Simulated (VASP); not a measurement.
# KF (P6_3/mmc) in VASP: notebook

Aim: see how the results for KF move with the level of theory and the settings. Levels: PBE, r2SCAN. Tasks: single point.

All numbers are computed with VASP 6.6.1; they aren't measurements. Logs are shortened: lines on timing, memory, paths and dates and some standing lists are left out, and cuts for length are marked.

## (1) The cell of the first run

Symmetry: P6_3/mmc, No. 194, hexagonal system. Conventional cell: a = 4.635 Å, b = 4.635 Å, c = 5.481 Å, α = 90.00°, β = 90.00°, γ = 120.00°. Within 3.5 Å of K (site symmetry -6m2) lie 5 F at 2.68 to 2.74 Å. Within 3.5 Å of F (site symmetry -6m2) lie 5 K at 2.68 to 2.74 Å.

## (2) Single point, PBE (25.50 Å³/atom)

The input, INCAR:

```
ALGO = Normal
EDIFF = 1E-7
ENCUT = 520
GGA = PE
ISIF = 2
ISMEAR = 0
LASPH = T
LCHARG = F
LREAL = F
LWAVE = F
NBANDS = 24
NELM = 100
PREC = Accurate
SIGMA = 0.01
```

The input, KPOINTS:

```
k-points
0
Gamma
  6 6 4
```

The input, POSCAR:

```
KF
1.0
    4.6353555890      0.0000000000      0.0000000000
   -2.3176777945      4.0143356957      0.0000000000
    0.0000000000      0.0000000000      5.4814279296
K F
2 2
Direct
    0.3333333333      0.6666666667      0.2500000000
    0.6666666667      0.3333333333      0.7500000000
    0.6666666667      0.3333333333      0.2500000000
    0.3333333333      0.6666666667      0.7500000000
```

Potentials or basis: VASP PAW PBE potentials, release 64 (K_sv, F).

On the command line:

```
cat potpaw_PBE.64/K_sv/POTCAR potpaw_PBE.64/F/POTCAR > POTCAR
mpirun -np 1 vasp_std > vasp.out
```

OUTCAR:

```text
EDIFF = 1E-7
   ENCUT = 520
   GGA = PE
   ISIF = 2
   ISMEAR = 0
   LASPH = T
   LREAL = F
   NELM = 100
   PREC = Accurate

 ion  position               nearest neighbor table
   1  0.333  0.667  0.250-   3 2.68   3 2.68   3 2.68   4 2.74   4 2.74
   2  0.667  0.333  0.750-   4 2.68   4 2.68   4 2.68   3 2.74   3 2.74
   3  0.667  0.333  0.250-   1 2.68   1 2.68   1 2.68   2 2.74   2 2.74
   4  0.333  0.667  0.750-   2 2.68   2 2.68   2 2.68   1 2.74   1 2.74

  LATTYP: Found a hexagonal cell.
 ALAT       =     4.6353555890
 C/A-ratio  =     1.1825258762

  Lattice vectors:

 A1 = (   4.6353555890,   0.0000000000,   0.0000000000)
 A2 = (  -2.3176777945,   4.0143356957,   0.0000000000)
 A3 = (   0.0000000000,   0.0000000000,   5.4814279296)

Analysis of symmetry for initial positions (statically):
=====================================================================
 Subroutine PRICEL returns:
 Original cell was already a primitive cell.

 Routine SETGRP: Setting up the symmetry group for a
 hexagonal supercell.

 Subroutine GETGRP returns: Found 24 space group operations
 (whereof 12 operations were pure point group operations)
 out of a pool of 24 trial point group operations.

The static configuration has the point symmetry D_3d.
 The point group associated with its full space group is D_6h.

Analysis of symmetry for dynamics (positions and initial velocities):
=====================================================================
 Subroutine PRICEL returns:
 Original cell was already a primitive cell.

 Routine SETGRP: Setting up the symmetry group for a
 hexagonal supercell.

 Subroutine GETGRP returns: Found 24 space group operations
 (whereof 12 operations were pure point group operations)
 out of a pool of 24 trial point group operations.

The dynamic configuration has the point symmetry D_3d.
 The point group associated with its full space group is D_6h.

 Subroutine INISYM returns: Found 24 space group operations
 (whereof 12 operations are pure point group operations),
 and found     1 'primitive' translations

----------------------------------------------------------------------------------------

                                     Primitive cell

  volume of cell :     101.9977

  direct lattice vectors                    reciprocal lattice vectors
     4.635355589  0.000000000  0.000000000     0.215733180  0.124553609  0.000000000
    -2.317677795  4.014335696  0.000000000     0.000000000  0.249107219  0.000000000
     0.000000000  0.000000000  5.481427930     0.000000000  0.000000000  0.182434215

  length of vectors
     4.635355589  4.635355589  5.481427930     0.249107219  0.249107219  0.182434215

  position of ions in fractional coordinates (direct lattice)
     0.333333333  0.666666667  0.250000000
     0.666666667  0.333333333  0.750000000
     0.666666667  0.333333333  0.250000000
     0.333333333  0.666666667  0.750000000

  ion indices of the primitive-cell ions
   primitive index   ion index
                 1           1
                 2           2
                 3           3
                 4           4

----------------------------------------------------------------------------------------

 KPOINTS: k-points

Automatic generation of k-mesh.
 Grid dimensions read from file:
 generate k-points for:    6    6    4

 Generating k-lattice:

  Cartesian coordinates                     Fractional coordinates (reciprocal lattice)
     0.035955530  0.020758935  0.000000000     0.166666667  0.000000000  0.000000000
     0.000000000  0.041517870  0.000000000     0.000000000  0.166666667  0.000000000
     0.000000000  0.000000000  0.045608554     0.000000000  0.000000000  0.250000000

  Length of vectors
     0.041517870  0.041517870  0.045608554

  Shift w.r.t. Gamma in fractional coordinates (k-lattice)
     0.000000000  0.000000000  0.000000000

 Subroutine IBZKPT returns following result:
 ===========================================

 Found     21 irreducible k-points:

 Following reciprocal coordinates:
            Coordinates               Weight
  0.000000  0.000000  0.000000      1.000000
  0.166667 -0.000000  0.000000      6.000000
  0.333333 -0.000000  0.000000      6.000000
  0.500000 -0.000000  0.000000      3.000000
  0.166667  0.166667  0.000000      6.000000
  0.333333  0.166667  0.000000     12.000000
[... 13 lines left out ...]
  0.333333  0.166667  0.500000     12.000000
  0.333333  0.333333  0.500000      2.000000
   k-points           NKPTS =     21   k-points in BZ     NKDIM =     21   number of bands    NBANDS=     24
   number of dos      NEDOS =    301   number of ions     NIONS =      4
   total plane-waves  NPLWV =  54432
   dimension x,y,z NGX =    36 NGY =   36 NGZ =   42
   dimension x,y,z NGXF=    72 NGYF=   72 NGZF=   84
   ions per type =               2   2
   NGX,Y,Z   is equivalent  to a cutoff of  12.91, 12.91, 12.74 a.u.
   NGXF,Y,Z  is equivalent  to a cutoff of  25.82, 25.82, 25.48 a.u.
 SYSTEM =  unknown system
   PREC   = accura    normal or accurate (medium, high low for compatibility)
   ISTART =      0    job   : 0-new  1-cont  2-samecut
   ICHARG =      2    charge: 1-file 2-atom 10-const
   ISPIN  =      1    spin polarized calculation?
   LNONCOLLINEAR =      F non collinear calculations
   LSORBIT =      F    spin-orbit coupling
   LASPH  =      T    aspherical Exc in radial PAW
   ENCUT  =  520.0 eV  38.22 Ry    6.18 a.u.   8.62  8.62 10.19*2*pi/ulx,y,z
   NELM   =    100;   NELMIN=  2; NELMDL= -5     # of ELM steps
   EDIFF  = 0.1E-06   stopping-criterion for ELM
   LREAL  =      F    real-space projection
   EDIFFG = 0.1E-05   stopping-criterion for IOM
   NSW    =      0    number of steps for IOM
   IBRION =     -1    ionic relax: 0-MD 1-quasi-New 2-CG
   NFREE  =      0    steps in history (QN), initial steepest desc. (CG)
   ISIF   =      2    stress and relaxation
   ISYM   =      2    0-nonsym 1-usesym 2-fastsym
   POTIM  = 0.5000    time-step for ionic-motion
   TEBEG  =    0.0;   TEEND  =   0.0 temperature during run
   PSTRESS=    0.0 pullay stress
   NELECT =      32.0000    total number of electrons
   NUPDOWN=      -1.0000    fix difference up-down
   EMIN   =  10.00;   EMAX   =-10.00  energy-range for DOS
   EFERMI =   0.00;   METHOD = LEGACY
   ISMEAR =     0;   SIGMA  =   0.01  broadening in eV -4-tet -1-fermi 0-gaus
   EFERMI_NEDOS =   21; number of points for ismear=-14 and -15
   IALGO  =     38    algorithm
   IMIX   =      4    mixing-type and parameters
     AMIX     =   0.40;   BMIX     =  1.00
     AMIX_MAG =   1.60;   BMIX_MAG =  1.00
  volume/ion in A,a.u.               =      25.50       172.08
  Fermi-wavevector in a.u.,A,eV,Ry     =   1.112401  2.102133 16.836336  1.237436
  Thomas-Fermi vector in A             =   2.248975
   LORBIT       =      0    0 simple, 1 ext, 2 COOP (PROOUT), +10 PAW based schemes
   GGA     = PE    functional components
   LHFCALC =     F    Hartree Fock is set to
   AEXX    =    0.0000 exact exchange contribution
   IVDW    =     0    specifies the selected vdW correction
   LEPSILON=     F    determine dielectric tensor
   LRPA    =     F    only Hartree local field effects (RPA)
 non-spin polarized calculation
 Gauss-broadening in eV      SIGMA  =   0.01
  energy-cutoff  :      520.00
  volume of cell :      102.00
 maximum number of plane-waves:      2804
 NGX is ok and might be reduce to    36
   NGX = 17   NGY = 17   NGZ = 21

 number of electron      31.9999977 magnetization

 Free energy of the ion-electron system (eV)
  ---------------------------------------------------
  ext. energy  EPLUGINS =         0.00000000
  ---------------------------------------------------
  free energy    TOTEN  =       -16.44003510 eV

  energy without entropy =      -16.44003510  energy(sigma->0) =      -16.44003510

 E-fermi :  -3.4454     XC(G=0):  -7.0081

 val. band max:       -3.5373015263   @ k =   0.0000   0.0000   0.0000
 cond. band min:       1.5212596113   @ k =   0.0000   0.0000   0.0000
 fundamental gap:      5.0585611376
 Fermi energy:        -3.4454319529

 k-point     1 :       0.0000    0.0000    0.0000
  band No.  band energies     occupation
      1     -30.0362      2.00000
      2     -29.9667      2.00000
      3     -22.1407      2.00000
      4     -22.1363      2.00000
      5     -13.7170      2.00000
      6     -13.5691      2.00000
[... 16 lines left out ...]
     23       6.9597      0.00000
     24       7.9308      0.00000

 k-point     2 :       0.1667   -0.0000    0.0000
  band No.  band energies     occupation
      1     -30.0300      2.00000
      2     -29.9687      2.00000
      3     -22.1491      2.00000
      4     -22.1450      2.00000
      5     -13.6934      2.00000
      6     -13.5840      2.00000
[... 16 lines left out ...]
     23       7.1063      0.00000
     24       8.0615      0.00000

 k-point     3 :       0.3333   -0.0000    0.0000
  band No.  band energies     occupation
      1     -30.0152      2.00000
      2     -29.9751      2.00000
      3     -22.1652      2.00000
      4     -22.1624      2.00000
      5     -13.6335      2.00000
      6     -13.6114      2.00000
[... 16 lines left out ...]
     23       7.3586      0.00000
     24       7.4868      0.00000
[... 433 lines left out ...]
 k-point    20 :       0.3333    0.1667    0.5000
  band No.  band energies     occupation
      1     -29.9914      2.00000
      2     -29.9914      2.00000
      3     -22.1900      2.00000
      4     -22.1900      2.00000
      5     -13.5511      2.00000
      6     -13.5511      2.00000
[... 16 lines left out ...]
     23       7.6068      0.00000
     24       7.6068      0.00000

 k-point    21 :       0.3333    0.3333    0.5000
  band No.  band energies     occupation
      1     -29.9903      2.00000
      2     -29.9903      2.00000
      3     -22.1942      2.00000
      4     -22.1942      2.00000
      5     -13.5663      2.00000
      6     -13.5663      2.00000
[... 16 lines left out ...]
     23       7.5978      0.00000
     24       7.5978      0.00000

------------------------ aborting loop because EDIFF is reached ----------------------------------------

  FORCE on cell =-STRESS in cart. coord.  units (eV):
  Direction    XX          YY          ZZ          XY          YZ          ZX
  --------------------------------------------------------------------------------------
  -------------------------------------------------------------------------------------
  Total       -0.7107821     -0.7107821     -0.8398354      0.0000000     -0.0000000      0.0000000
  in kB      -11.1649460    -11.1649460    -13.1921111      0.0000000     -0.0000000      0.0000000
  external PRESSURE =     -11.8406677 kB  Pullay stress =       0.0000000 kB

 VOLUME and BASIS-vectors are now :
 -----------------------------------------------------------------------------
  energy-cutoff  :      520.00
  volume of cell :      102.00
      direct lattice vectors                 reciprocal lattice vectors
     4.635355589  0.000000000  0.000000000     0.215733180  0.124553609  0.000000000
    -2.317677795  4.014335696  0.000000000     0.000000000  0.249107219  0.000000000
     0.000000000  0.000000000  5.481427930     0.000000000  0.000000000  0.182434215

 POSITION                                       TOTAL-FORCE (eV/Angst)
 -----------------------------------------------------------------------------------
     -0.00000      2.67622      1.37036         0.000000     -0.000000     -0.000000
      2.31768      1.33811      4.11107        -0.000000      0.000000      0.000000
      2.31768      1.33811      1.37036         0.000000      0.000000     -0.000000
     -0.00000      2.67622      4.11107         0.000000      0.000000      0.000000
 -----------------------------------------------------------------------------------
    total drift:                               -0.000000      0.000000     -0.000000

  FREE ENERGIE OF THE ION-ELECTRON SYSTEM (eV)
  ---------------------------------------------------
  free  energy   TOTEN  =       -16.4400351025 eV

  energy  without entropy=      -16.4400351025  energy(sigma->0) =      -16.44003510
```

Run time: 87 s. Hardware: 1 thread of Intel Xeon 8259CL, shared host; peak memory 0.24 GiB.

Results:

```yaml
Free_energy: -16.4400 eV
Pressure: -1.2 GPa
Band_gap_on_the_k_mesh: 5.06 eV
```

Levels at points of the mesh, in eV from the valence-band top:
```
           k point  band 12  band 13  band 14  band 15  band 16  band 17  band 18  band 19  band 20  band 21
(0.00, 0.00, 0.00)    -0.26    -0.24    -0.24    -0.20     0.00     5.06     9.37    10.22    10.22    10.49
(0.50, 0.00, 0.00)    -0.29    -0.18    -0.15    -0.09    -0.09     7.06     8.44     8.64     9.37    10.36
(0.00, 0.00, 0.50)    -0.40    -0.27    -0.27    -0.27    -0.27     6.59     6.59    10.52    10.52    10.52
(0.50, 0.00, 0.50)    -0.54    -0.23    -0.23    -0.15    -0.15     7.73     7.73     9.93     9.93    10.59
```

## (3) Single point, PBE

This run uses another cell than the first one, of 22.96 Å³/atom.

The input, INCAR:

```
SYSTEM = KF
ALGO     = Normal         ! electronic algorithm
EDIFF    = 1E-7           ! SCF threshold, eV
ENCUT    = 520            ! plane-wave cutoff, eV
GGA      = PE             ! functional
ISIF     = 2              ! what is computed and relaxed
ISMEAR   = 0              ! smearing method
LASPH    = .True.         ! aspherical terms in the spheres
LCHARG   = .False.        ! write CHGCAR
LREAL    = .False.        ! projectors in reciprocal space
LWAVE    = .False.        ! write WAVECAR
NBANDS   = 24             ! bands
NELM     = 60             ! most SCF steps
PREC     = Accurate       ! precision mode
SIGMA    = 0.01           ! smearing width, eV
```

The input, KPOINTS:

```
k-points
0
Gamma
  6 6 6
  0 0 0
```

The input, POSCAR:

```
KF
1.0
    4.4847157248      0.0000000000      0.0000000000
   -2.2423578624      3.8838777464      0.0000000000
    0.0000000000      0.0000000000      5.2716949957
K F
2 2
Direct
    0.3333333333      0.6666666667      0.2500000000
    0.6666666667      0.3333333333      0.7500000000
    0.6666666667      0.3333333333      0.2500000000
    0.3333333333      0.6666666667      0.7500000000
```

Potentials or basis: VASP PAW PBE potentials, release 64 (K_sv, F).

On the command line:

```
cat potpaw_PBE.64/K_sv/POTCAR potpaw_PBE.64/F/POTCAR > POTCAR
mpirun -np 1 vasp_std > vasp.out
```

OUTCAR:

```text
SYSTEM = KF
   EDIFF = 1E-7
   ENCUT = 520
   GGA = PE
   ISIF = 2
   ISMEAR = 0
   LASPH = .True.
   LREAL = .False.
   NELM = 60
   PREC = Accurate

 ion  position               nearest neighbor table
   1  0.333  0.667  0.250-   3 2.59   3 2.59   3 2.59   4 2.64   4 2.64   2 3.69   2 3.69   2 3.69
                             2 3.69   2 3.69   2 3.69
   2  0.667  0.333  0.750-   4 2.59   4 2.59   4 2.59   3 2.64   3 2.64   1 3.69   1 3.69   1 3.69
                             1 3.69   1 3.69   1 3.69
   3  0.667  0.333  0.250-   1 2.59   1 2.59   1 2.59   2 2.64   2 2.64
[... 854 lines left out ...]
  --------------------------------------------------------------------------------------
  -------------------------------------------------------------------------------------
  Total        0.6528314      0.6528314      0.9168040      0.0000000      0.0000000      0.0000000
  in kB       11.3909743     11.3909743     15.9969194      0.0000000      0.0000000      0.0000000
  external PRESSURE =      12.9262893 kB  Pullay stress =       0.0000000 kB

 VOLUME and BASIS-vectors are now :
 -----------------------------------------------------------------------------
  energy-cutoff  :      520.00
  volume of cell :       91.82
      direct lattice vectors                 reciprocal lattice vectors
     4.484715725  0.000000000  0.000000000     0.222979574  0.128737317  0.000000000
    -2.242357862  3.883877746  0.000000000     0.000000000  0.257474634  0.000000000
     0.000000000  0.000000000  5.271694996     0.000000000  0.000000000  0.189692310

 POSITION                                       TOTAL-FORCE (eV/Angst)
 -----------------------------------------------------------------------------------
     -0.00000      2.58925      1.31792         0.000000     -0.000000      0.000000
      2.24236      1.29463      3.95377        -0.000000      0.000000      0.000000
      2.24236      1.29463      1.31792        -0.000000      0.000000      0.000000
     -0.00000      2.58925      3.95377         0.000000     -0.000000      0.000000
 -----------------------------------------------------------------------------------
    total drift:                                0.000000     -0.000000      0.000000

  FREE ENERGIE OF THE ION-ELECTRON SYSTEM (eV)
  ---------------------------------------------------
  free  energy   TOTEN  =       -16.4344030038 eV

  energy  without entropy=      -16.4344030038  energy(sigma->0) =      -16.43440300
```

It took 1.9 min on 1 thread of Intel Xeon 8259CL, shared host; peak memory 0.24 GiB.

What came out:

```yaml
Free_energy: -16.4344 eV
Pressure: 1.3 GPa
Band_gap_on_the_k_mesh: 5.37 eV
```

Levels at points of the mesh, in eV from the valence-band top:
| k point | band 14 | band 15 | band 16 | band 17 | band 18 | band 19 |
| --- | --- | --- | --- | --- | --- | --- |
| (0.00, 0.00, 0.00) | -0.31 | -0.16 | 0.00 | 5.37 | 9.88 | 10.50 |
| (0.50, 0.00, 0.00) | -0.13 | -0.11 | -0.09 | 7.32 | 8.88 | 9.12 |
| (0.00, 0.00, 0.50) | -0.34 | -0.34 | -0.34 | 6.99 | 6.99 | 10.93 |
| (0.50, 0.00, 0.50) | -0.31 | -0.18 | -0.18 | 8.03 | 8.03 | 10.70 |

A k mesh can miss the band edges.

(Part 1 of 2 ends here.)
